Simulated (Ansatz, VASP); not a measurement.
## GaSb in VASP and in Ansatz

POSCAR

```
GaSb
1.0
    4.6886257806      0.0000000000      0.0000000000
   -2.3443128903      4.0604690349      0.0000000000
    0.0000000000      0.0000000000      5.9148461418
Ga Sb
2 2
Direct
    0.3333333333      0.6666666667      0.2500000000
    0.6666666667      0.3333333333      0.7500000000
    0.6666666667      0.3333333333      0.2500000000
    0.3333333333      0.6666666667      0.7500000000
```

Contents of INCAR.step1:

```
SYSTEM = GaSb
  ALGO = Normal
  EDIFF = 1E-4
  ENCUT = 520
  GGA = PE
  ISMEAR = -1
  LASPH = .TRUE.
  LCHARG = .FALSE.
  LREAL = .FALSE.
  LWAVE = .TRUE.
  NBANDS = 26
  NELM = 100
  PREC = Accurate
  SIGMA = 0.02
```

INCAR.step2

```
SYSTEM = GaSb
  ALGO = Normal
  EDIFF = 1E-6
  ENCUT = 520
  ISIF = 2
  ISMEAR = -1
  ISTART = 1
  LASPH = .TRUE.
  LCHARG = .FALSE.
  LMIXTAU = .TRUE.
  LREAL = .FALSE.
  LWAVE = .FALSE.
  METAGGA = R2SCAN
  NBANDS = 26
  NELM = 100
  PREC = Accurate
  SIGMA = 0.02
```

The input KPOINTS:

```
k-points
0
G
  6 6 4
  0 0 0
```

Input for Ansatz:

```yaml
crystal:
  lattice:
    - [4.6886257806, 0.0, 0.0]
    - [-2.3443128903, 4.0604690349, 0.0]
    - [0.0, 0.0, 5.9148461418]
  atoms:
    - { symbol: Ga, position: [0.3333333333, 0.6666666667, 0.25] }
    - { symbol: Ga, position: [0.6666666667, 0.3333333333, 0.75] }
    - { symbol: Sb, position: [0.6666666667, 0.3333333333, 0.25] }
    - { symbol: Sb, position: [0.3333333333, 0.6666666667, 0.75] }
kpoints:
  mp_grid: { grid: [6, 6, 4] }
hamiltonian:
  xc: r2scan
scf:
  occupations: { method: fermi_dirac, width: 0.02 }
  n_extra_bands: 5
output:
  forces: true
  stress: true
  eigenvalues: true
```

Alike in both runs: task single point; functional r2SCAN; k mesh 6 × 6 × 4; occupations fermi-dirac, width 0.02 eV; no spin polarisation.

|  | VASP | Ansatz |
| --- | --- | --- |
| version | VASP 6.6.1 | Ansatz 0.2.0 |
| potentials or method | VASP PAW PBE potentials, release 64 (Ga_d, Sb) | plane waves, PAW |
| plane-wave cutoff (eV) | 520 | 500 |
| valence electrons in the cell | 36 | 56 |

Ansatz gave:

| Property | Result |
| --- | --- |
| pressure (GPa) | 0.0 |
| traceless stress, the component that is largest in VASP (GPa) | 0.00 |

Q: What did VASP give for the same quantities?

A: Pressure (GPa): 0.1; traceless stress, the component that is largest in VASP (GPa): -0.07.

VASP's potentials were made for PBE, not for r2SCAN. VASP's potentials hold 36 valence electrons a cell and Ansatz's 56, so a difference there can come from the potentials and not from the codes.

Spin-orbit coupling is off throughout.
